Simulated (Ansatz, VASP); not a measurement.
# AlN: VASP beside Ansatz

```xyz
4
Lattice="3.0332 0.0000 0.0000 -1.5166 2.6269 0.0000 0.0000 0.0000 4.9780" Properties=species:S:1:pos:R:3 pbc="T T T"
Al    0.0000    1.7512    0.0000
Al    1.5166    0.8756    2.4890
N     0.0000    1.7512    1.9165
N     1.5166    0.8756    4.4055
```

Change from the starting cell: strain -0.025 along x and y, +0.000 along z, atoms carried along.

Alike in both runs: task single point; functional PBE; k mesh 9 × 9 × 6; occupations gaussian, width 0.05 eV; no spin polarisation.

|  | VASP | Ansatz |
| --- | --- | --- |
| version | VASP 6.6.1 | Ansatz 0.2.0 |
| potentials or method | VASP PAW PBE potentials, release 64 (Al, N), cutoff 520 eV | scalar-relativistic, plane waves, PAW |
| valence electrons in the cell | 16 | 16 |

|  | VASP | Ansatz | Ansatz less VASP |
| --- | --- | --- | --- |
| gap on the k mesh at the Fermi level (eV) | 4.68 | 4.66 | -0.014 |
| least direct gap on the mesh (eV) | 4.68 | 4.66 | -0.014 |
| pressure (GPa) | 16.1 | 16.4 | +0.22 |
| traceless stress, the component that is largest in VASP (GPa) | -9.75 | -9.71 | +0.031 |
| rms of the force components (eV/Å) | 0.301 | 0.299 | -0.0017 |

Atom by atom the forces differ by 0.002 eV/Å (rms over components).
